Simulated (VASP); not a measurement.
# CaO (Fm-3m) in VASP: a series of runs

Runs on CaO. Level: LDA. Tasks: vibrations by perturbation theory.

All numbers are computed with VASP 6.6.1; they aren't measurements. Logs are shortened: lines on timing, memory, paths and dates and some standing lists are left out, and cuts for length are marked.

### 1 The cell of the first run

Symmetry: Fm-3m, No. 225, cubic system. Conventional cell: a = 4.662 Å, b = 4.662 Å, c = 4.662 Å, α = 90.00°, β = 90.00°, γ = 90.00°. Ca (site symmetry m-3m) has 6 O at 2.33 Å within 3.1 Å. Within 3.1 Å of O (site symmetry m-3m) lie 6 Ca at 2.33 Å.

### 2 Vibrations by perturbation theory, LDA

File INCAR:

```
SYSTEM = CaO
  ALGO = Normal
  EDIFF = 1E-8
  ENCUT = 520
  IBRION = 8
  ISIF = 2
  ISMEAR = 0
  LASPH = .True.
  LCHARG = .False.
  LEPSILON = .True.
  LREAL = .False.
  LWAVE = .False.
  NBANDS = 15
  NELM = 60
  NSW = 1
  PREC = Accurate
  SIGMA = 0.01
```

File KPOINTS:

```
k-points
0
Gamma
  8 8 8
  0 0 0
```

File POSCAR:

```
CaO
1.0
    0.0000000000      2.3311908962      2.3311908962
    2.3311908962      0.0000000000      2.3311908962
    2.3311908962      2.3311908962      0.0000000000
Ca O
1 1
Direct
    0.0000000000      0.0000000000      0.0000000000
    0.5000000000      0.5000000000      0.5000000000
```

Potentials or basis: VASP PAW LDA potentials, release 64 (Ca_sv, O).

The run is started by

```
$ cat potpaw_LDA.64/Ca_sv/POTCAR potpaw_LDA.64/O/POTCAR > POTCAR
$ mpirun -np 1 vasp_std > vasp.out
```

OUTCAR:

```text
SYSTEM = CaO
   EDIFF = 1E-8
   ENCUT = 520
   IBRION = 8
   ISIF = 2
   ISMEAR = 0
   LASPH = .True.
   LEPSILON = .True.
   LREAL = .False.
   NELM = 60
   NSW = 1
   PREC = Accurate

 ion  position               nearest neighbor table
   1  0.000  0.000  0.000-   2 2.33   2 2.33   2 2.33   2 2.33   2 2.33   2 2.33
   2  0.500  0.500  0.500-   1 2.33   1 2.33   1 2.33   1 2.33   1 2.33   1 2.33

  LATTYP: Found a face centered cubic cell.
 ALAT       =     4.6623817924

  Lattice vectors:

 A1 = (   0.0000000000,   2.3311908962,   2.3311908962)
 A2 = (   2.3311908962,   0.0000000000,   2.3311908962)
 A3 = (   2.3311908962,   2.3311908962,   0.0000000000)

Analysis of symmetry for initial positions (statically):
=====================================================================
 Subroutine PRICEL returns:
 Original cell was already a primitive cell.

 Routine SETGRP: Setting up the symmetry group for a
 face centered cubic supercell.

 Subroutine GETGRP returns: Found 48 space group operations
 (whereof 48 operations were pure point group operations)
 out of a pool of 48 trial point group operations.

The static configuration has the point symmetry O_h .

Analysis of symmetry for dynamics (positions and initial velocities):
=====================================================================
 Subroutine PRICEL returns:
 Original cell was already a primitive cell.

 Routine SETGRP: Setting up the symmetry group for a
 face centered cubic supercell.

 Subroutine GETGRP returns: Found 48 space group operations
 (whereof 48 operations were pure point group operations)
 out of a pool of 48 trial point group operations.

The dynamic configuration has the point symmetry O_h .

[... 666 lines left out ...]
 -----------------------------------------------------------------------------
     0.02194  0.00000 -0.00000
     0.00000 -0.01214  0.00000
     0.00000  0.00000 -0.01214

 MACROSCOPIC STATIC DIELECTRIC TENSOR (including local field effects in DFT)
 ------------------------------------------------------
           3.908772     0.000000     0.000000
           0.000000     3.908772    -0.000000
           0.000000     0.000000     3.908772
 ------------------------------------------------------

 PIEZOELECTRIC TENSOR (including local field effects)  for field in x, y, z        (e  Angst)
          XX          YY          ZZ          XY          YZ          ZX
  --------------------------------------------------------------------------------
  x     0.00000     0.00000     0.00000     0.00000     0.00000     0.00000
  y     0.00000     0.00000     0.00000     0.00000     0.00000     0.00000
  z     0.00000     0.00000     0.00000     0.00000     0.00000     0.00000

 PIEZOELECTRIC TENSOR (including local field effects)  for field in x, y, z        (C/m^2)
          XX          YY          ZZ          XY          YZ          ZX
  --------------------------------------------------------------------------------
  x     0.00000     0.00000     0.00000     0.00000     0.00000     0.00000
  y     0.00000     0.00000     0.00000     0.00000     0.00000     0.00000
  z     0.00000     0.00000     0.00000     0.00000     0.00000     0.00000

 BORN EFFECTIVE CHARGES (including local field effects) (in |e|, cummulative output)
 ---------------------------------------------------------------------------------
 ion    1
    1     2.39187    -0.00000    -0.00000
    2     0.00000     2.39187    -0.00000
    3    -0.00000     0.00000     2.39187
 ion    2
    1    -2.39187     0.00000     0.00000
    2    -0.00000    -2.39187     0.00000
    3     0.00000    -0.00000    -2.39187

 INTERNAL STRAIN TENSOR FOR ION    2 for displacements in x,y,z  (eV/Angst):
          X           Y           Z          XY          YZ          ZX
  --------------------------------------------------------------------------------
  x     0.00000     0.00000     0.00000     0.00000     0.00000     0.00000
  y     0.00000     0.00000     0.00000     0.00000     0.00000     0.00000
  z     0.00000     0.00000     0.00000     0.00000     0.00000     0.00000

 SECOND DERIVATIVES (NOT SYMMETRIZED)
 ------------------------------------
               1X          1Y          1Z          2X          2Y          2Z
  1X    -4.308465    0.000000    0.000000    4.308465    0.000000    0.000000
  1Y     0.000000   -4.308465    0.000000    0.000000    4.308465    0.000000
  1Z     0.000000    0.000000   -4.308465    0.000000    0.000000    4.308465
  2X     4.294028    0.000000    0.000000   -4.294028    0.000000    0.000000
  2Y     0.000000    4.294028    0.000000    0.000000   -4.294028    0.000000
  2Z     0.000000    0.000000    4.294028    0.000000    0.000000   -4.294028

 Eigenvectors and eigenvalues of the dynamical matrix
 ----------------------------------------------------

   1 f  =    9.584617 THz    60.221922 2PiTHz  319.708393 cm-1    39.638771 meV
             X         Y         Z           dx          dy          dz
      0.000000  0.000000  0.000000    -0.534792    0.000000    0.000000
      2.331191  2.331191  2.331191     0.844984    0.000000    0.000000
[... 21 lines left out ...]
   6 f/i=    0.007269 THz     0.045670 2PiTHz    0.242452 cm-1     0.030060 meV
             X         Y         Z           dx          dy          dz
      0.000000  0.000000  0.000000     0.000000    0.000000    0.844984
      2.331191  2.331191  2.331191     0.000000    0.000000    0.534792

--------------------------------------------------------------------------------------------------------

 MACROSCOPIC STATIC DIELECTRIC TENSOR IONIC CONTRIBUTION
 ------------------------------------------------------
           9.499087    -0.000000    -0.000000
          -0.000000     9.499087    -0.000000
          -0.000000    -0.000000     9.499087
 ------------------------------------------------------

 ELASTIC MODULI CONTR FROM IONIC RELAXATION (kBar)
 Direction    XX          YY          ZZ          XY          YZ          ZX
 --------------------------------------------------------------------------------
 XX           0.0000      0.0000      0.0000      0.0000      0.0000      0.0000
 YY           0.0000      0.0000      0.0000      0.0000      0.0000      0.0000
 ZZ           0.0000      0.0000      0.0000      0.0000      0.0000      0.0000
 XY           0.0000      0.0000      0.0000      0.0000      0.0000      0.0000
 YZ           0.0000      0.0000      0.0000      0.0000      0.0000      0.0000
 ZX           0.0000      0.0000      0.0000      0.0000      0.0000      0.0000
 --------------------------------------------------------------------------------

 PIEZOELECTRIC TENSOR IONIC CONTR  for field in x, y, z        (C/m^2)
          XX          YY          ZZ          XY          YZ          ZX
  --------------------------------------------------------------------------------
  x     0.00000     0.00000     0.00000     0.00000     0.00000     0.00000
  y     0.00000     0.00000     0.00000     0.00000     0.00000     0.00000
  z     0.00000     0.00000     0.00000     0.00000     0.00000     0.00000
```

OSZICAR:

```text
N       E                     dE             d eps       ncg     rms          rms(c)
DAV:   1     0.126482157533E+03    0.12648E+03   -0.82638E+03   870   0.110E+03
DAV:   2    -0.108066235577E+02   -0.13729E+03   -0.12760E+03  1101   0.298E+02
DAV:   3    -0.158202947773E+02   -0.50137E+01   -0.49786E+01  1046   0.592E+01
DAV:   4    -0.159357178689E+02   -0.11542E+00   -0.11536E+00  1210   0.829E+00
[... 241 lines left out ...]
RMM:  10    -0.356921811046E+00    0.66188E-07    0.14630E-06  3858   0.356E-04    0.100E-05
RMM:  11    -0.356921668364E+00    0.14268E-06    0.14745E-06  3724   0.167E-04    0.395E-06
RMM:  12    -0.356921737496E+00   -0.69132E-07    0.50987E-07  3783   0.769E-05    0.159E-06
RMM:  13    -0.356921699047E+00    0.38449E-07    0.29397E-07  3859   0.369E-05    0.769E-07
RMM:  14    -0.356921702475E+00   -0.34273E-08    0.24706E-08  3461   0.183E-05    0.194E-07
 Linear response finished
```

It took 10 min on 1 thread of AMD EPYC 7R43 (Zen 3), shared host; peak memory 0.16 GiB.

What came out:

* Electronic dielectric tensor (diagonal): 3.91
* Born charges (mean of the diagonal): Ca +2.39; O -2.39 e
* Highest phonon frequency at Γ, LO-TO splitting left out: 320 cm⁻¹

Phonon frequencies in cm⁻¹ (negative: imaginary):
| q point | frequencies |
| --- | --- |
| (0.000, 0.000, 0.000) | 0 0 0 320 320 320 |

Electronic dielectric tensor:
```
3.91 0.00 0.00
0.00 3.91 0.00
0.00 0.00 3.91
```

Born effective charge tensors (e):
atom 1, Ca
```
2.39 0.00 0.00
0.00 2.39 0.00
0.00 0.00 2.39
```
atom 2, O
```
-2.39  0.00  0.00
 0.00 -2.39  0.00
 0.00  0.00 -2.39
```

Caveat: the cell stands under pressure or tension, which shifts response properties.

[end of part 1 of 2]
